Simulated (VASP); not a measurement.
# LiH (Fm-3m) in VASP: further runs, part 2 of 3

VASP 6.6.1. The steps go on from the part before.

## (3) Vibrations by perturbation theory, PBEsol

This run uses another cell than the first one, of 6.48 Å³/atom, 1.069 times its volume.

INCAR

```
  PREC = Accurate
  ENCUT = 520
  EDIFF = 1E-8
  ISMEAR = 0
  SIGMA = 0.01
  LREAL = False
  LASPH = True
  NELM = 80
  ALGO = Normal
  ISIF = 2
  LWAVE = False
  LCHARG = False
  GGA = PS
  NBANDS = 9
  IBRION = 8
  NSW = 1
```

KPOINTS

```
Automatic mesh
0
Gamma
  10 10 10
```

POSCAR

```
LiH
1.0
    1.8645504639      1.8645504639      0.0000000000
   -1.8645504639      1.8645504639      0.0000000000
    0.0000000000      1.8645504639      1.8645504639
Li H
1 1
Direct
    0.0000000000      0.0000000000      0.0000000000
    0.5000000000      0.5000000000      0.0000000000
```

Potentials or basis: VASP PAW PBE potentials, release 64 (Li_sv, H).

On the command line:

```console
cat potpaw_PBE.64/Li_sv/POTCAR potpaw_PBE.64/H/POTCAR > POTCAR
mpirun -np 1 vasp_std > vasp.out
```

OUTCAR:

```text
PREC = Accurate
   ENCUT = 520
   EDIFF = 1E-8
   ISMEAR = 0
   LREAL = False
   LASPH = True
   NELM = 80
   ISIF = 2
   GGA = PS
   IBRION = 8
   NSW = 1

 ion  position               nearest neighbor table
   1  0.000  0.000  0.000-
   2  0.500  0.500  0.000-

  LATTYP: Found a face centered cubic cell.
 ALAT       =     3.7291009278

  Lattice vectors:

 A1 = (   0.0000000000,   1.8645504639,   1.8645504639)
 A2 = (   1.8645504639,   0.0000000000,   1.8645504639)
 A3 = (   1.8645504639,   1.8645504639,   0.0000000000)

Analysis of symmetry for initial positions (statically):
=====================================================================
 Subroutine PRICEL returns:
 Original cell was already a primitive cell.

 Routine SETGRP: Setting up the symmetry group for a
 face centered cubic supercell.

 Subroutine GETGRP returns: Found 48 space group operations
 (whereof 48 operations were pure point group operations)
 out of a pool of 48 trial point group operations.

The static configuration has the point symmetry O_h .

Analysis of symmetry for dynamics (positions and initial velocities):
=====================================================================
 Subroutine PRICEL returns:
 Original cell was already a primitive cell.

 Routine SETGRP: Setting up the symmetry group for a
 face centered cubic supercell.

 Subroutine GETGRP returns: Found 48 space group operations
[... 472 lines left out ...]
      0.00000      1.86455      0.00000         0.000000      0.000000      0.000000
 -----------------------------------------------------------------------------------
    total drift:                               -0.000000      0.000000     -0.000000

  FREE ENERGIE OF THE ION-ELECTRON SYSTEM (eV)
  ---------------------------------------------------
  free  energy   TOTEN  =        -6.0411621129 eV

  energy  without entropy=       -6.0411621129  energy(sigma->0) =       -6.04116211

[... ionic steps 2 to 3 ...]

--------------------------------------- Ionic step        4  -------------------------------------------

------------------------ aborting loop because EDIFF is reached ----------------------------------------

[... ionic steps 5 to 6 ...]

--------------------------------------- Ionic step        7  -------------------------------------------

 Free energy of the ion-electron system (eV)
  ---------------------------------------------------
  ---------------------------------------------------
  free energy    TOTEN  =        -0.01804365 eV

  energy without entropy =       -0.01804365

------------------------ aborting loop because EDIFF is reached ----------------------------------------

 INTERNAL STRAIN TENSOR  FOR ION    2  DIRECTION 1   (eV/Angst):
 -----------------------------------------------------------------------------
    -0.00169  0.00000 -0.00000
     0.00000  0.00437 -0.00000
    -0.00000 -0.00000  0.00437

 INTERNAL STRAIN TENSOR FOR ION    2 for displacements in x,y,z  (eV/Angst):
          X           Y           Z          XY          YZ          ZX
  --------------------------------------------------------------------------------
  x     0.00000     0.00000     0.00000     0.00000     0.00000     0.00000
  y     0.00000     0.00000     0.00000     0.00000     0.00000     0.00000
  z     0.00000     0.00000     0.00000     0.00000     0.00000     0.00000

 SECOND DERIVATIVES (NOT SYMMETRIZED)
 ------------------------------------
               1X          1Y          1Z          2X          2Y          2Z
  1X    -2.208927   -0.000000    0.000000    2.208927    0.000000   -0.000000
  1Y     0.000000   -2.208927   -0.000000   -0.000000    2.208927    0.000000
  1Z    -0.000000   -0.000000   -2.208927    0.000000    0.000000    2.208927
  2X     2.177193   -0.000000    0.000000   -2.177193    0.000000   -0.000000
  2Y     0.000000    2.177193   -0.000000   -0.000000   -2.177193    0.000000
  2Z    -0.000000   -0.000000    2.177193    0.000000    0.000000   -2.177193

 Eigenvectors and eigenvalues of the dynamical matrix
 ----------------------------------------------------

   1 f  =   24.680417 THz   155.071631 2PiTHz  823.250083 cm-1   102.069956 meV
             X         Y         Z           dx          dy          dz
      0.000000  0.000000  0.000000     0.355581   -0.000000    0.000000
      0.000000  1.864550  0.000000    -0.934645    0.000000    0.000000
[... 21 lines left out ...]
   6 f/i=    0.059344 THz     0.372872 2PiTHz    1.979517 cm-1     0.245429 meV
             X         Y         Z           dx          dy          dz
      0.000000  0.000000  0.000000     0.346168    0.868176    0.000000
      0.000000  1.864550  0.000000     0.131698    0.330293    0.000000

--------------------------------------------------------------------------------------------------------

 ELASTIC MODULI CONTR FROM IONIC RELAXATION (kBar)
 Direction    XX          YY          ZZ          XY          YZ          ZX
 --------------------------------------------------------------------------------
 XX           0.0000      0.0000      0.0000      0.0000      0.0000      0.0000
 YY           0.0000      0.0000      0.0000      0.0000      0.0000      0.0000
 ZZ           0.0000      0.0000      0.0000      0.0000      0.0000      0.0000
 XY           0.0000      0.0000      0.0000      0.0000      0.0000      0.0000
 YZ           0.0000      0.0000      0.0000      0.0000      0.0000      0.0000
 ZX           0.0000      0.0000      0.0000      0.0000      0.0000      0.0000
 --------------------------------------------------------------------------------
```

Run time: 34 s. Hardware: 1 thread of Intel Xeon 6975P-C, shared host; peak memory 0.15 GiB.

What came out:

```yaml
Highest_phonon_frequency_at_Γ_LO-TO_splitting_left_out: 823 cm⁻¹
```

Phonon frequencies in cm⁻¹ (negative: imaginary):
```tsv
q point	frequencies
(0.000, 0.000, 0.000)	-2 -2 -2 823 823 823
```

Caveat: the cell wasn't relaxed at this level first, which shifts response properties; the cutoff is under 1.25 times the usual one of these potentials, so pressure, stress and relaxed cells hold a basis-set (Pulay) error; the PAW data sets were made with another functional, which shifts forces and pressure a little.

## (4) Vibrations by perturbation theory, PBEsol

This run uses another cell than the first one, of 6.80 Å³/atom, 1.121 times its volume.

INCAR

```
SYSTEM = LiH
ALGO = Normal
EDIFF = 1E-8
ENCUT = 520
GGA = PS
IBRION = 8
ISIF = 2
ISMEAR = 0
LASPH = .TRUE.
LCHARG = .FALSE.
LREAL = .FALSE.
LWAVE = .FALSE.
NELM = 100
NSW = 1
PREC = Accurate
SIGMA = 0.01
```

KPOINTS

```
k-points
0
G
  10 10 10
  0 0 0
```

POSCAR

```
LiH
1.0
    1.8942366080      1.8942366080      0.0000000000
   -1.8942366080      1.8942366080      0.0000000000
    0.0000000000      1.8942366080      1.8942366080
Li H
1 1
Direct
    0.0000000000      0.0000000000      0.0000000000
    0.5000000000      0.5000000000      0.0000000000
```

Potentials or basis: VASP PAW PBE potentials, release 64 (Li_sv, H).

On the command line:

```console
cat potpaw_PBE.64/Li_sv/POTCAR potpaw_PBE.64/H/POTCAR > POTCAR
mpirun -np 1 vasp_std > vasp.out
```

OUTCAR:

```text
SYSTEM = LiH
   EDIFF = 1E-8
   ENCUT = 520
   GGA = PS
   IBRION = 8
   ISIF = 2
   ISMEAR = 0
   LASPH = .TRUE.
   LREAL = .FALSE.
   NELM = 100
   NSW = 1
   PREC = Accurate

 ion  position               nearest neighbor table
   1  0.000  0.000  0.000-
   2  0.500  0.500  0.000-

  LATTYP: Found a face centered cubic cell.
 ALAT       =     3.7884732160

  Lattice vectors:

 A1 = (   0.0000000000,   1.8942366080,   1.8942366080)
 A2 = (   1.8942366080,   0.0000000000,   1.8942366080)
 A3 = (   1.8942366080,   1.8942366080,   0.0000000000)

Analysis of symmetry for initial positions (statically):
=====================================================================
 Subroutine PRICEL returns:
 Original cell was already a primitive cell.

 Routine SETGRP: Setting up the symmetry group for a
 face centered cubic supercell.

 Subroutine GETGRP returns: Found 48 space group operations
 (whereof 48 operations were pure point group operations)
 out of a pool of 48 trial point group operations.

The static configuration has the point symmetry O_h .

Analysis of symmetry for dynamics (positions and initial velocities):
=====================================================================
 Subroutine PRICEL returns:
 Original cell was already a primitive cell.

 Routine SETGRP: Setting up the symmetry group for a
 face centered cubic supercell.

 Subroutine GETGRP returns: Found 48 space group operations
 (whereof 48 operations were pure point group operations)
 out of a pool of 48 trial point group operations.

The dynamic configuration has the point symmetry O_h .

 Subroutine INISYM returns: Found 48 space group operations
 (whereof 48 operations are pure point group operations),
 and found     1 'primitive' translations

----------------------------------------------------------------------------------------

                                     Primitive cell

  volume of cell :      13.5935

  direct lattice vectors                    reciprocal lattice vectors
     1.894236608  1.894236608  0.000000000     0.263958577  0.263958577 -0.263958577
    -1.894236608  1.894236608  0.000000000    -0.263958577  0.263958577 -0.263958577
     0.000000000  1.894236608  1.894236608     0.000000000  0.000000000  0.527917154

  length of vectors
     2.678855101  2.678855101  2.678855101     0.457189667  0.457189667  0.527917154

  position of ions in fractional coordinates (direct lattice)
     0.000000000  0.000000000  0.000000000
     0.500000000  0.500000000  0.000000000

  ion indices of the primitive-cell ions
   primitive index   ion index
                 1           1
                 2           2

----------------------------------------------------------------------------------------

 KPOINTS: k-points

[... 118 lines left out ...]

 val. band max:        1.0315033275   @ k =   0.5000   0.5000   0.0000
 cond. band min:       3.6066031531   @ k =   0.5000   0.5000   0.0000
 fundamental gap:      2.5750998256
 Fermi energy:         1.2146385676

 k-point     1 :       0.0000    0.0000    0.0000
  band No.  band energies     occupation
      1     -42.5922      2.00000
      2      -5.1709      2.00000
      3      19.4545      0.00000
      4      20.5118      0.00000
      5      20.5118      0.00000
      6      20.5118      0.00000
[... 199 lines left out ...]
 k-point    24 :       0.4000    0.3000    0.0000
  band No.  band energies     occupation
      1     -42.4777      2.00000
      2      -0.2965      2.00000
      3       5.6293      0.00000
      4       9.1256      0.00000
      5      14.4049      0.00000
      6      18.9510      0.00000

 [... further k-points ...]
[... 5 lines left out ...]
  --------------------------------------------------------------------------------------
  -------------------------------------------------------------------------------------
  Total        0.5829339      0.5829339      0.5829339     -0.0000000     -0.0000000     -0.0000000
  in kB       68.7064078     68.7064078     68.7064078     -0.0000000     -0.0000000     -0.0000000
  external PRESSURE =      68.7064078 kB  Pullay stress =       0.0000000 kB

 VOLUME and BASIS-vectors are now :
 -----------------------------------------------------------------------------
  energy-cutoff  :      520.00
  volume of cell :       13.59
      direct lattice vectors                 reciprocal lattice vectors
     1.894236608  1.894236608  0.000000000     0.263958577  0.263958577 -0.263958577
    -1.894236608  1.894236608  0.000000000    -0.263958577  0.263958577 -0.263958577
     0.000000000  1.894236608  1.894236608     0.000000000  0.000000000  0.527917154

 POSITION                                       TOTAL-FORCE (eV/Angst)
 -----------------------------------------------------------------------------------
      0.00000      0.00000      0.00000         0.000000     -0.000000      0.000000
      0.00000      1.89424      0.00000        -0.000000      0.000000      0.000000
 -----------------------------------------------------------------------------------
    total drift:                               -0.000000      0.000000     -0.000000

  FREE ENERGIE OF THE ION-ELECTRON SYSTEM (eV)
  ---------------------------------------------------
  free  energy   TOTEN  =        -6.0754898364 eV

  energy  without entropy=       -6.0754898364  energy(sigma->0) =       -6.07548984

[... ionic steps 2 to 3 ...]

--------------------------------------- Ionic step        4  -------------------------------------------

------------------------ aborting loop because EDIFF is reached ----------------------------------------

[... ionic steps 5 to 6 ...]

--------------------------------------- Ionic step        7  -------------------------------------------

 Free energy of the ion-electron system (eV)
  ---------------------------------------------------
  ---------------------------------------------------
  free energy    TOTEN  =        -0.01789533 eV

  energy without entropy =       -0.01789533

------------------------ aborting loop because EDIFF is reached ----------------------------------------

 INTERNAL STRAIN TENSOR  FOR ION    2  DIRECTION 1   (eV/Angst):
 -----------------------------------------------------------------------------
    -0.00159 -0.00000 -0.00000
     0.00000  0.00428 -0.00000
    -0.00000 -0.00000  0.00428

 INTERNAL STRAIN TENSOR FOR ION    2 for displacements in x,y,z  (eV/Angst):
          X           Y           Z          XY          YZ          ZX
  --------------------------------------------------------------------------------
  x     0.00000     0.00000     0.00000     0.00000     0.00000     0.00000
  y     0.00000     0.00000     0.00000     0.00000     0.00000     0.00000
  z     0.00000     0.00000     0.00000     0.00000     0.00000     0.00000

 SECOND DERIVATIVES (NOT SYMMETRIZED)
 ------------------------------------
               1X          1Y          1Z          2X          2Y          2Z
  1X    -1.916733   -0.000000    0.000000    1.916733    0.000000   -0.000000
  1Y     0.000000   -1.916733   -0.000000   -0.000000    1.916733    0.000000
  1Z    -0.000000   -0.000000   -1.916733    0.000000    0.000000    1.916733
  2X     1.928170    0.000000    0.000000   -1.928170    0.000000    0.000000
  2Y     0.000000    1.928170    0.000000    0.000000   -1.928170    0.000000
  2Z     0.000000    0.000000    1.928170    0.000000    0.000000   -1.928170

 Eigenvectors and eigenvalues of the dynamical matrix
 ----------------------------------------------------

   1 f  =   23.196367 THz   145.747071 2PiTHz  773.747508 cm-1    95.932421 meV
             X         Y         Z           dx          dy          dz
      0.000000  0.000000  0.000000     0.000000   -0.000000   -0.352415
      0.000000  1.894237  0.000000     0.000000    0.000000    0.935844
[... 21 lines left out ...]
   6 f/i=    0.022755 THz     0.142974 2PiTHz    0.759027 cm-1     0.094107 meV
             X         Y         Z           dx          dy          dz
      0.000000  0.000000  0.000000     0.889522    0.280989    0.074825
      0.000000  1.894237  0.000000     0.334971    0.105813    0.028177

--------------------------------------------------------------------------------------------------------

 ELASTIC MODULI CONTR FROM IONIC RELAXATION (kBar)
 Direction    XX          YY          ZZ          XY          YZ          ZX
 --------------------------------------------------------------------------------
 XX           0.0000      0.0000      0.0000      0.0000      0.0000      0.0000
 YY           0.0000      0.0000      0.0000      0.0000      0.0000      0.0000
 ZZ           0.0000      0.0000      0.0000      0.0000      0.0000      0.0000
 XY           0.0000      0.0000      0.0000      0.0000      0.0000      0.0000
 YZ           0.0000      0.0000      0.0000      0.0000      0.0000      0.0000
 ZX           0.0000      0.0000      0.0000      0.0000      0.0000      0.0000
 --------------------------------------------------------------------------------
```

OSZICAR:

```text
N       E                     dE             d eps       ncg     rms          rms(c)
DAV:   1    -0.134061447032E+01   -0.13406E+01   -0.14947E+03   570   0.620E+02
DAV:   2    -0.624873515101E+01   -0.49081E+01   -0.48705E+01   816   0.658E+01
DAV:   3    -0.631194641636E+01   -0.63211E-01   -0.63211E-01   660   0.751E+00
DAV:   4    -0.631248048740E+01   -0.53407E-03   -0.53407E-03   822   0.602E-01
[... 44 lines left out ...]
RMM:   7    -0.178959307269E-01   -0.35520E-06   -0.11302E-08  2745   0.677E-04    0.464E-05
RMM:   8    -0.178954877826E-01    0.44294E-06   -0.18758E-09  2748   0.207E-04    0.975E-06
RMM:   9    -0.178953741524E-01    0.11363E-06   -0.13681E-07  2886   0.709E-05    0.366E-06
RMM:  10    -0.178953329917E-01    0.41161E-07   -0.71157E-08  2866   0.243E-05    0.780E-07
RMM:  11    -0.178953317017E-01    0.12900E-08   -0.22849E-08  2710   0.815E-06    0.506E-07
 Linear response finished
```

It took 27 s on 1 thread of Intel Xeon 6975P-C, shared host; peak memory 0.14 GiB.

Results:

```
Highest phonon frequency at Γ, LO-TO splitting left out : 774 cm⁻¹
```

Phonon frequencies in cm⁻¹ (negative: imaginary):
| q point | frequencies |
| --- | --- |
| (0.000, 0.000, 0.000) | -1 -1 -1 774 774 774 |

Caveat: the cell wasn't relaxed at this level first, which shifts response properties; the cutoff is under 1.25 times the usual one of these potentials, so pressure, stress and relaxed cells hold a basis-set (Pulay) error; the PAW data sets were made with another functional, which shifts forces and pressure a little.

(Part 2 of 3 ends here.)
